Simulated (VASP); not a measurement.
Here is a VASP 6.6.1 calculation.

File INCAR:

```
SYSTEM = NbH2
PREC = Accurate
ENCUT = 520
EDIFF = 1E-6
ISMEAR = 0
SIGMA = 0.15
LREAL = .FALSE.
LASPH = .TRUE.
NELM = 100
ALGO = Normal
ISIF = 2
LWAVE = .FALSE.
LCHARG = .TRUE.
GGA = PS
LELF = .TRUE.
LVHAR = .TRUE.
NBANDS = 14
```

KPOINTS

```
regular mesh
0
G
  16 16 16
  0 0 0
```

The input POSCAR:

```
NbH2
1.0
   -0.1776171906      2.1533170689      2.1533170689
    2.1533170689     -0.1776171906      2.1533170689
    2.1533170689      2.1533170689     -0.1776171906
Nb H
1 2
Direct
    0.0000000000      0.0000000000      0.0000000000
    0.2500000000      0.2500000000      0.2500000000
    0.7500000000      0.7500000000      0.7500000000
```

Potentials or basis: VASP PAW PBE potentials, release 64 (Nb_sv, H).

Command:

```sh
$ cat potpaw_PBE.64/Nb_sv/POTCAR potpaw_PBE.64/H/POTCAR > POTCAR
$ mpirun -np 1 vasp_std > vasp.out
```

Question: What does it give for the pressure?

Answer: 9.0 GPa.

Question: What does it give for the largest force?

Answer: 1.103 eV/Å.

Stress tensor (GPa, compression positive):
```
 8.99 14.38 14.38
14.38  8.99 14.38
14.38 14.38  8.99
```

Caveat: the PAW data sets were made with another functional, which shifts forces and pressure a little.
